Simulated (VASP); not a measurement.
SrO: relaxation of cell and atoms with BLYP+D3(BJ)

Crystal: SrO.

```
Sr O
1.0
     0.00000    2.56630    2.56630
     2.56630    0.00000    2.56630
     2.56630    2.56630    0.00000
Sr O
1 1
Direct
  0.50000 0.50000 0.50000
  0.00000 0.00000 0.00000
```

```yaml
Program: VASP 6.6.1
Task: relaxation of cell and atoms
Functional: BLYP
Dispersion: D3(BJ)
Potentials_or_basis: VASP PAW PBE potentials, release 64 (Sr_sv, O)
Cutoff: 600 eV
k_mesh: 9 × 9 × 9
Occupations: fermi-dirac, width 0.05 eV
Spin: no spin polarisation
Dipole_correction: no
Further_INCAR_settings: ALGO = Normal; EDIFF = 1e-06; IBRION = 2; EDIFFG = -0.005; NSW = 80; ISIF = 3
```

| Item | Value |
| --- | --- |
| Relaxed volume | 17.09 Å³/atom |
| Relaxed cell | a = 3.642 Å, b = 3.642 Å, c = 3.642 Å, α = 60.00°, β = 60.00°, γ = 60.00° |
| Space group after relaxing (to 0.1 Å) | Fm-3m (No. 225) |
| Energy gained by relaxing | 0.6 meV/atom |
| Ionic steps | 3 |
| Pressure after relaxing | 0.0 GPa |
| Band gap on the k mesh | 3.45 eV (least direct gap 3.55 eV) |
| Dispersion energy per atom | -0.583 eV |

The path:
| step | energy change (eV) | largest force (eV/Å) | pressure (GPa) | volume (Å³) |
| --- | --- | --- | --- | --- |
| 1 | 0.0000 | 0.0000 | 1.08 | 33.80 |
| 2 | -0.0009 | 0.0000 | -0.50 | 34.36 |
| 3 | -0.0012 | 0.0000 | 0.00 | 34.17 |

Final structure:
```yaml
crystal:
  lattice:
    - [0.00000, 2.57558, 2.57558]
    - [2.57558, 0.00000, 2.57558]
    - [2.57558, 2.57558, 0.00000]
  atoms:
    - { symbol: Sr, position: [0.50000, 0.50000, 0.50000] }
    - { symbol: O, position: [0.00000, 0.00000, 0.00000] }
```

Levels at points of the mesh, in eV from the valence-band top:
```csv
k point,band 5,band 6,band 7,band 8,band 9,band 10,band 11,band 12
"(0.00, 0.00, 0.00)",-14.12,0.00,0.00,0.00,4.19,6.20,6.20,6.20
```

It took 94 s on 1 thread of Intel Xeon 8259CL, on a shared host, peak memory 0.19 GiB.

Caveat: the PAW data sets were made with another functional, which shifts forces and pressure a little; an odd mesh through Γ misses points on the zone boundary, where band edges can lie. Zero-point motion and thermal expansion aren't in these numbers.
